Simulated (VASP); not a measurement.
# LiH (P-3m1) in VASP: further runs

The runs below take LiH through single point, relaxation of cell and atoms, with PBE.

Program: VASP 6.6.1. These are calculated values, not measurements. Logs are shortened: lines on timing, memory, paths and dates and some standing lists are left out, and cuts for length are marked.

## 1. The cell of the first run

The structure is trigonal, space group P-3m1 (No. 164). Conventional cell: a = 2.813 Å, b = 2.813 Å, c = 11.842 Å, α = 90.00°, β = 90.00°, γ = 120.00°. Within 2.6 Å of Li (site symmetry 3m) lie 6 H at 1.99 to 2.04 Å and 1 Li at 2.45 Å. Li (site symmetry -3m) has 6 H at 2.03 Å and 2 Li at 2.45 Å within 2.7 Å. Within 2.6 Å of Li (site symmetry 3m) lie 6 H at 1.99 Å. Within 2.6 Å of H (site symmetry 3m) lie 6 Li at 1.99 Å. H (site symmetry 3m) has 6 Li at 2.03 to 2.04 Å within 2.7 Å. Within 2.6 Å of H (site symmetry -3m) lie 6 Li at 1.99 Å.

## 2. Single point, PBE

File INCAR:

```
SYSTEM = LiH
  PREC = Accurate
  ENCUT = 750
  EDIFF = 1E-6
  ISMEAR = 0
  SIGMA = 0.02
  LREAL = .FALSE.
  LASPH = .TRUE.
  NELM = 120
  ALGO = Normal
  ISIF = 2
  LWAVE = .FALSE.
  LCHARG = .FALSE.
  GGA = PE
  NBANDS = 21
  GGA_COMPAT = .FALSE.
```

File KPOINTS:

```
regular mesh
0
G
  12 12 2
  0 0 0
```

File POSCAR:

```
LiH
1.0
    2.8125483663      0.0000000000      0.0000000000
   -1.4062741832      2.4357383346      0.0000000000
    0.0000000000      0.0000000000     11.8418048291
Li H
5 5
Direct
    0.0000000000      0.0000000000      0.7929779085
    0.0000000000      0.0000000000      0.0000000000
    0.0000000000      0.0000000000      0.2070220915
    0.3333333333      0.6666666667      0.4023000320
    0.6666666667      0.3333333333      0.5976999680
    0.3333333333      0.6666666667      0.6954143709
    0.6666666667      0.3333333333      0.8965773818
    0.3333333333      0.6666666667      0.1034226182
    0.6666666667      0.3333333333      0.3045856291
    0.0000000000      0.0000000000      0.5000000000
```

Potentials or basis: VASP PAW PBE potentials, release 64 (Li_sv, H).

Run with:

```sh
$ cat potpaw_PBE.64/Li_sv/POTCAR potpaw_PBE.64/H/POTCAR > POTCAR
$ mpirun -np 1 vasp_std > vasp.out
```

OUTCAR:

```text
SYSTEM = LiH
   PREC = Accurate
   ENCUT = 750
   EDIFF = 1E-6
   ISMEAR = 0
   LREAL = .FALSE.
   LASPH = .TRUE.
   NELM = 120
   ISIF = 2
   GGA = PE

 ion  position               nearest neighbor table
   1  0.000  0.000  0.793-   2 2.45
   2  0.000  0.000  0.000-   1 2.45   3 2.45
   3  0.000  0.000  0.207-   2 2.45
   4  0.333  0.667  0.402-
   5  0.667  0.333  0.598-
   6  0.333  0.667  0.695-
   7  0.667  0.333  0.897-
   8  0.333  0.667  0.103-
   9  0.667  0.333  0.305-
  10  0.000  0.000  0.500-

  LATTYP: Found a hexagonal cell.
 ALAT       =     2.8125483663
 C/A-ratio  =     4.2103470898

  Lattice vectors:

 A1 = (   2.8125483663,   0.0000000000,   0.0000000000)
 A2 = (  -1.4062741832,   2.4357383346,   0.0000000000)
 A3 = (   0.0000000000,   0.0000000000,  11.8418048291)

Analysis of symmetry for initial positions (statically):
=====================================================================
 Subroutine PRICEL returns:
 Original cell was already a primitive cell.

 Routine SETGRP: Setting up the symmetry group for a
 hexagonal supercell.

 Subroutine GETGRP returns: Found 12 space group operations
 (whereof 12 operations were pure point group operations)
 out of a pool of 24 trial point group operations.

The static configuration has the point symmetry D_3d.

Analysis of symmetry for dynamics (positions and initial velocities):
=====================================================================
 Subroutine PRICEL returns:
 Original cell was already a primitive cell.

 Routine SETGRP: Setting up the symmetry group for a
 hexagonal supercell.

 Subroutine GETGRP returns: Found 12 space group operations
 (whereof 12 operations were pure point group operations)
 out of a pool of 24 trial point group operations.

The dynamic configuration has the point symmetry D_3d.

 Subroutine INISYM returns: Found 12 space group operations
 (whereof 12 operations are pure point group operations),
 and found     1 'primitive' translations

----------------------------------------------------------------------------------------

                                     Primitive cell

  volume of cell :      81.1238

  direct lattice vectors                    reciprocal lattice vectors
     2.812548366  0.000000000  0.000000000     0.355549441  0.205276566  0.000000000
    -1.406274183  2.435738335  0.000000000     0.000000000  0.410553131  0.000000000
     0.000000000  0.000000000 11.841804829     0.000000000  0.000000000  0.084446587

  length of vectors
     2.812548366  2.812548366 11.841804829     0.410553131  0.410553131  0.084446587

  position of ions in fractional coordinates (direct lattice)
     0.000000000  0.000000000  0.792977908
     0.000000000  0.000000000  0.000000000
     0.000000000  0.000000000  0.207022092
     0.333333333  0.666666667  0.402300032
     0.666666667  0.333333333  0.597699968
     0.333333333  0.666666667  0.695414371
     0.666666667  0.333333333  0.896577382
     0.333333333  0.666666667  0.103422618
     0.666666667  0.333333333  0.304585629
     0.000000000  0.000000000  0.500000000

  ion indices of the primitive-cell ions
   primitive index   ion index
                 1           1
                 2           2
                 3           3
                 4           4
                 5           5
                 6           6
                 7           7
                 8           8
                 9           9
                10          10

----------------------------------------------------------------------------------------

 KPOINTS: regular mesh

Automatic generation of k-mesh.
 Grid dimensions read from file:
 generate k-points for:   12   12    2

 Generating k-lattice:

  Cartesian coordinates                     Fractional coordinates (reciprocal lattice)
     0.029629120  0.017106380  0.000000000     0.083333333  0.000000000  0.000000000
     0.000000000  0.034212761  0.000000000     0.000000000  0.083333333  0.000000000
     0.000000000  0.000000000  0.042223293     0.000000000  0.000000000  0.500000000

  Length of vectors
     0.034212761  0.034212761  0.042223293

  Shift w.r.t. Gamma in fractional coordinates (k-lattice)
     0.000000000  0.000000000  0.000000000

 Subroutine IBZKPT returns following result:
 ===========================================

 Found     38 irreducible k-points:

 Following reciprocal coordinates:
            Coordinates               Weight
  0.000000  0.000000  0.000000      1.000000
  0.083333 -0.000000  0.000000      6.000000
  0.166667  0.000000  0.000000      6.000000
  0.250000  0.000000  0.000000      6.000000
  0.333333 -0.000000  0.000000      6.000000
  0.416667  0.000000  0.000000      6.000000
[... 16 lines left out ...]
  0.250000  0.000000  0.500000      6.000000
  0.333333 -0.000000  0.500000      6.000000
 [... further k-points ...]
   k-points           NKPTS =     38   k-points in BZ     NKDIM =     38   number of bands    NBANDS=     21
   number of dos      NEDOS =    301   number of ions     NIONS =     10
   total plane-waves  NPLWV =  84672
   dimension x,y,z NGX =    28 NGY =   28 NGZ =  108
   dimension x,y,z NGXF=    56 NGYF=   56 NGZF=  216
   ions per type =               5   5
   NGX,Y,Z   is equivalent  to a cutoff of  16.55, 16.55, 15.16 a.u.
   NGXF,Y,Z  is equivalent  to a cutoff of  33.10, 33.10, 30.32 a.u.
 SYSTEM =  LiH
   PREC   = accura    normal or accurate (medium, high low for compatibility)
   ISTART =      0    job   : 0-new  1-cont  2-samecut
   ICHARG =      2    charge: 1-file 2-atom 10-const
   ISPIN  =      1    spin polarized calculation?
   LNONCOLLINEAR =      F non collinear calculations
   LSORBIT =      F    spin-orbit coupling
   LASPH  =      T    aspherical Exc in radial PAW
   ENCUT  =  750.0 eV  55.12 Ry    7.42 a.u.   6.28  6.28 26.44*2*pi/ulx,y,z
   NELM   =    120;   NELMIN=  2; NELMDL= -5     # of ELM steps
   EDIFF  = 0.1E-05   stopping-criterion for ELM
   LREAL  =      F    real-space projection
   EDIFFG = 0.1E-04   stopping-criterion for IOM
   NSW    =      0    number of steps for IOM
   IBRION =     -1    ionic relax: 0-MD 1-quasi-New 2-CG
   NFREE  =      0    steps in history (QN), initial steepest desc. (CG)
   ISIF   =      2    stress and relaxation
   ISYM   =      2    0-nonsym 1-usesym 2-fastsym
   POTIM  = 0.5000    time-step for ionic-motion
   TEBEG  =    0.0;   TEEND  =   0.0 temperature during run
   PSTRESS=    0.0 pullay stress
   NELECT =      20.0000    total number of electrons
   NUPDOWN=      -1.0000    fix difference up-down
   EMIN   =  10.00;   EMAX   =-10.00  energy-range for DOS
   EFERMI =   0.00;   METHOD = LEGACY
   ISMEAR =     0;   SIGMA  =   0.02  broadening in eV -4-tet -1-fermi 0-gaus
   EFERMI_NEDOS =   21; number of points for ismear=-14 and -15
   IALGO  =     38    algorithm
   IMIX   =      4    mixing-type and parameters
     AMIX     =   0.40;   BMIX     =  1.00
     AMIX_MAG =   1.60;   BMIX_MAG =  1.00
  volume/ion in A,a.u.               =       8.11        54.75
  Fermi-wavevector in a.u.,A,eV,Ry     =   1.026523  1.939847 14.337130  1.053749
  Thomas-Fermi vector in A             =   2.160420
   LORBIT       =      0    0 simple, 1 ext, 2 COOP (PROOUT), +10 PAW based schemes
   GGA     = PE    functional components
   LHFCALC =     F    Hartree Fock is set to
   AEXX    =    0.0000 exact exchange contribution
   IVDW    =     0    specifies the selected vdW correction
   LEPSILON=     F    determine dielectric tensor
   LRPA    =     F    only Hartree local field effects (RPA)
 non-spin polarized calculation
 Gauss-broadening in eV      SIGMA  =   0.02
  energy-cutoff  :      750.00
  volume of cell :       81.12
 maximum number of plane-waves:      3809
 NGX is ok and might be reduce to    28
   NGX = 13   NGY = 13   NGZ = 53

 number of electron      20.0000003 magnetization

 Free energy of the ion-electron system (eV)
  ---------------------------------------------------
  ext. energy  EPLUGINS =         0.00000000
  ---------------------------------------------------
  free energy    TOTEN  =       -30.41884612 eV

  energy without entropy =      -30.41884612  energy(sigma->0) =      -30.41884612

 E-fermi :   0.1498     XC(G=0):  -8.4850

 val. band max:        0.0108971045   @ k =   0.5000   0.0000   0.0000
 cond. band min:       3.4665046490   @ k =   0.5000   0.0000   0.5000
 fundamental gap:      3.4556075445
 Fermi energy:         0.1498074119

 k-point     1 :       0.0000    0.0000    0.0000
  band No.  band energies     occupation
      1     -44.3461      2.00000
      2     -44.2911      2.00000
      3     -44.2838      2.00000
      4     -44.2480      2.00000
      5     -44.2259      2.00000
      6      -5.3813      2.00000
[... 13 lines left out ...]
     20      16.2896      0.00000
     21      16.2933      0.00000

 k-point     2 :       0.0833   -0.0000    0.0000
  band No.  band energies     occupation
      1     -44.3438      2.00000
      2     -44.2888      2.00000
      3     -44.2815      2.00000
      4     -44.2457      2.00000
      5     -44.2242      2.00000
      6      -5.2694      2.00000
[... 13 lines left out ...]
     20      15.2573      0.00000
     21      16.0465      0.00000

 k-point     3 :       0.1667    0.0000    0.0000
  band No.  band energies     occupation
      1     -44.3377      2.00000
      2     -44.2825      2.00000
      3     -44.2751      2.00000
      4     -44.2394      2.00000
      5     -44.2197      2.00000
      6      -4.9367      2.00000
[... 13 lines left out ...]
     20      13.7769      0.00000
     21      14.7563      0.00000

 k-point     4 :       0.2500    0.0000    0.0000
  band No.  band energies     occupation
      1     -44.3294      2.00000
      2     -44.2740      2.00000
      3     -44.2665      2.00000
      4     -44.2305      2.00000
      5     -44.2137      2.00000
      6      -4.3958      2.00000
[... 13 lines left out ...]
     20      12.6302      0.00000
     21      13.6293      0.00000

 k-point     5 :       0.3333   -0.0000    0.0000
  band No.  band energies     occupation
      1     -44.3211      2.00000
      2     -44.2654      2.00000
      3     -44.2578      2.00000
      4     -44.2211      2.00000
      5     -44.2081      2.00000
      6      -3.6842      2.00000
[... 13 lines left out ...]
     20      12.0069      0.00000
     21      12.8039      0.00000
[... 382 lines left out ...]
     20      15.3704      0.00000
     21      15.4733      0.00000

 k-point    22 :       0.1667    0.0000    0.5000
  band No.  band energies     occupation
      1     -44.3377      2.00000
      2     -44.2834      2.00000
      3     -44.2740      2.00000
      4     -44.2397      2.00000
      5     -44.2196      2.00000
      6      -4.8471      2.00000
[... 13 lines left out ...]
     20      14.1158      0.00000
     21      14.1447      0.00000

 k-point    23 :       0.2500    0.0000    0.5000
  band No.  band energies     occupation
      1     -44.3294      2.00000
      2     -44.2745      2.00000
      3     -44.2658      2.00000
      4     -44.2307      2.00000
      5     -44.2136      2.00000
      6      -4.3055      2.00000
[... 13 lines left out ...]
     20      13.0241      0.00000
     21      13.5741      0.00000

 k-point    24 :       0.3333   -0.0000    0.5000
  band No.  band energies     occupation
      1     -44.3211      2.00000
      2     -44.2657      2.00000
      3     -44.2576      2.00000
      4     -44.2212      2.00000
      5     -44.2081      2.00000
      6      -3.6046      2.00000
[... 13 lines left out ...]
     20      12.2002      0.00000
     21      12.3517      0.00000

 [... further k-points ...]

------------------------ aborting loop because EDIFF is reached ----------------------------------------

  FORCE on cell =-STRESS in cart. coord.  units (eV):
  Direction    XX          YY          ZZ          XY          YZ          ZX
  --------------------------------------------------------------------------------------
  -------------------------------------------------------------------------------------
  Total       -0.0984153     -0.0984153     -0.0912682      0.0000000      0.0000000      0.0000000
  in kB       -1.9436798     -1.9436798     -1.8025263      0.0000000      0.0000000      0.0000000
  external PRESSURE =      -1.8966286 kB  Pullay stress =       0.0000000 kB

 VOLUME and BASIS-vectors are now :
 -----------------------------------------------------------------------------
  energy-cutoff  :      750.00
  volume of cell :       81.12
      direct lattice vectors                 reciprocal lattice vectors
     2.812548366  0.000000000  0.000000000     0.355549441  0.205276566  0.000000000
    -1.406274183  2.435738335  0.000000000     0.000000000  0.410553131  0.000000000
     0.000000000  0.000000000 11.841804829     0.000000000  0.000000000  0.084446587

 POSITION                                       TOTAL-FORCE (eV/Angst)
 -----------------------------------------------------------------------------------
      0.00000      0.00000      9.39029        -0.000000     -0.000000     -0.001462
      0.00000      0.00000      0.00000        -0.000000      0.000000      0.000000
      0.00000      0.00000      2.45152        -0.000000      0.000000      0.001462
     -0.00000      1.62383      4.76396        -0.000000      0.000000      0.000401
      1.40627      0.81191      7.07785         0.000000     -0.000000     -0.000401
     -0.00000      1.62383      8.23496        -0.000000      0.000000      0.000983
      1.40627      0.81191     10.61709        -0.000000      0.000000     -0.000124
     -0.00000      1.62383      1.22471        -0.000000      0.000000      0.000124
      1.40627      0.81191      3.60684         0.000000     -0.000000     -0.000983
      0.00000      0.00000      5.92090        -0.000000      0.000000      0.000000
 -----------------------------------------------------------------------------------
    total drift:                                0.000000      0.000000      0.000000

  FREE ENERGIE OF THE ION-ELECTRON SYSTEM (eV)
  ---------------------------------------------------
  free  energy   TOTEN  =       -30.4188461163 eV

  energy  without entropy=      -30.4188461163  energy(sigma->0) =      -30.41884612
```

Wall time 2.9 min (1 thread of Intel Xeon 8259CL, shared host); peak memory 0.3 GiB.

What came out:

- Free energy: -30.4188 eV
- Pressure: -0.2 GPa
- Band gap on the k mesh: 3.46 eV (least direct gap 3.50 eV)

## 3. Relaxation of cell and atoms, PBE

This run uses another cell than the first one, of 12.17 Å³/atom.

File INCAR:

```
SYSTEM = LiH
ALGO     = Normal         ! electronic algorithm
EDIFF    = 1E-7           ! SCF threshold, eV
EDIFFG   = -0.04          ! ionic threshold
ENCUT    = 750            ! plane-wave cutoff, eV
GGA      = PE             ! functional
GGA_COMPAT= .FALSE.      
IBRION   = 2              ! ionic algorithm
ISIF     = 3              ! what is computed and relaxed
ISMEAR   = 0              ! smearing method
LASPH    = .TRUE.         ! aspherical terms in the spheres
LCHARG   = .FALSE.        ! write CHGCAR
LREAL    = .FALSE.        ! projectors in reciprocal space
LWAVE    = .FALSE.        ! write WAVECAR
NELM     = 120            ! most SCF steps
NELMIN   = 4            
NSW      = 90             ! ionic steps
PREC     = Accurate       ! precision mode
SIGMA    = 0.1            ! smearing width, eV
```

File KPOINTS:

```
k-points
0
G
  6 6 2
  0 0 0
```

File POSCAR:

```
LiH
1.0
    3.2430000000      0.0000000000      0.0000000000
   -1.6215000000      2.8085203800      0.0000000000
    0.0000000000      0.0000000000     13.3578329100
Li H
5 5
Direct
    0.0000000000      0.0000000000      0.8000000000
    0.0000000000      0.0000000000      0.0000000000
    0.0000000000      0.0000000000      0.2000000000
    0.3333333300      0.6666666700      0.4000000000
    0.6666666700      0.3333333300      0.6000000000
    0.3333333300      0.6666666700      0.7000000000
    0.6666666700      0.3333333300      0.9000000000
    0.3333333300      0.6666666700      0.1000000000
    0.6666666700      0.3333333300      0.3000000000
    0.0000000000      0.0000000000      0.5000000000
```

Potentials or basis: VASP PAW PBE potentials, release 64 (Li_sv, H).

Run with:

```sh
$ cat potpaw_PBE.64/Li_sv/POTCAR potpaw_PBE.64/H/POTCAR > POTCAR
$ mpirun -np 1 vasp_std > vasp.out
```

It took 11 min on 1 thread of Intel Xeon 8259CL, shared host; peak memory 0.33 GiB.

The run converged. Its results:

```yaml
Free_energy: -30.4256 eV
Relaxed_volume: 8.12 Å³/atom
Relaxed_cell: a = 2.816 Å, b = 2.816 Å, c = 11.831 Å, α = 90.00°, β = 90.00°, γ = 120.00°
Space_group_after_relaxing_to_0.1_Å: P-3m1 (No. 164)
Energy_gained_by_relaxing: 129.1 meV/atom
Ionic_steps: 10
Pressure_after_relaxing: -0.1 GPa
Largest_force_after_relaxing: 0.021 eV/Å
Band_gap_on_the_k_mesh: 3.45 eV (least direct gap 3.50 eV)
```

Forces in eV/Å, atoms in the order of the input:
```
Li   0.000  0.000 -0.008
Li   0.000  0.000  0.000
Li   0.000  0.000  0.008
Li   0.000  0.000  0.005
Li   0.000  0.000 -0.005
H    0.000  0.000 -0.021
H    0.000  0.000  0.001
H    0.000  0.000 -0.001
H    0.000  0.000  0.021
H    0.000  0.000  0.000
```

Stress tensor (GPa, compression positive):
```
-0.25  0.00  0.00
 0.00 -0.25  0.00
 0.00  0.00  0.05
```

Step by step:
| step | energy change (eV) | largest force (eV/Å) | pressure (GPa) | volume (Å³) |
| --- | --- | --- | --- | --- |
| 1 | 0.0000 | 0.2342 | -7.42 | 121.66 |
| 2 | -0.4393 | 0.2008 | -6.78 | 112.00 |
| 3 | -1.2472 | 0.0766 | -2.01 | 86.10 |
| 4 | -1.2770 | 0.1034 | 0.66 | 79.44 |
| 5 | -1.2806 | 0.0962 | -0.09 | 81.07 |
| 6 | -1.2800 | 0.0993 | 0.23 | 80.37 |
| 7 | -1.2838 | 0.0702 | 0.29 | 80.24 |
| 8 | -1.2859 | 0.1033 | 0.39 | 80.02 |
| 9 | -1.2892 | 0.0680 | 0.19 | 80.46 |
| 10 | -1.2914 | 0.0213 | -0.15 | 81.23 |

Final structure:
```
CELL_PARAMETERS angstrom
2.81563 0.00000 0.00000
-1.40781 2.43840 0.00000
0.00000 0.00000 11.83075
ATOMIC_POSITIONS crystal
Li 0.00000 0.00000 0.79341
Li 0.00000 0.00000 0.00000
Li 0.00000 0.00000 0.20659
Li 0.33333 0.66667 0.40192
Li 0.66667 0.33333 0.59808
H 0.33333 0.66667 0.69627
H 0.66667 0.33333 0.89677
H 0.33333 0.66667 0.10323
H 0.66667 0.33333 0.30373
H 0.00000 0.00000 0.50000
```

Levels at points of the mesh, in eV from the valence-band top:
```
           k point  band 7  band 8  band 9  band 10  band 11  band 12  band 13  band 14
(0.00, 0.00, 0.00)   -4.74   -4.64   -3.16    -3.15     5.53     5.68    10.74    10.77
(0.50, 0.00, 0.00)   -2.31   -1.18   -1.18     0.00     3.50     4.51     4.55     5.24
(0.00, 0.00, 0.50)   -5.10   -3.96   -3.94    -2.76     4.75     7.76     7.81    13.95
(0.50, 0.00, 0.50)   -1.94   -1.85   -0.41    -0.39     3.45     4.50     4.88     5.13
```

Caveat: the volume moved by over 15 % at a fixed basis, so the end points are rough. A k mesh can miss the band edges.
